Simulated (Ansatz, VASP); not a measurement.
# Si2W in VASP and in Ansatz

```xyz
9
Lattice="4.5901 0.0000 0.0000 -2.2950 3.9751 0.0000 0.0000 0.0000 6.7176" Properties=species:S:1:pos:R:3 pbc="T T T"
Si    2.2950    2.9227    3.3588
Si   -1.3836    3.4489    5.5980
Si    1.3836    3.4489    1.1196
Si    0.0000    1.0524    3.3588
Si    3.6786    0.5262    5.5980
Si    0.9114    0.5262    1.1196
W    -1.1475    1.9876    1.1196
W     1.1475    1.9876    5.5980
W     2.2950    0.0000    3.3588
```

Alike in both runs: task single point; functional PBE; k mesh 9 × 9 × 6; occupations gaussian, width 0.03 eV; no spin polarisation.

|  | VASP | Ansatz |
| --- | --- | --- |
| version | VASP 6.6.1 | Ansatz 0.2.0 |
| potentials or method | VASP PAW PBE potentials, release 64 (Si, W_sv), cutoff 520 eV | scalar-relativistic, plane waves, PAW |
| valence electrons in the cell | 66 | 66 |

```tsv
	VASP	Ansatz	Ansatz less VASP
gap on the k mesh at the Fermi level (eV)	none	none	-
pressure (GPa)	11.7	11.8	+0.08
traceless stress, the component that is largest in VASP (GPa)	-13.79	-13.81	-0.014
rms of the force components (eV/Å)	3.111	3.128	+0.0166
```

Atom by atom the forces differ by 0.017 eV/Å (rms over components). A gap of «none» marks a metal or a gap that the smearing closes. The functional is the same, so the differences come from potentials, cutoffs and numerics.

Spin-orbit coupling is off throughout.
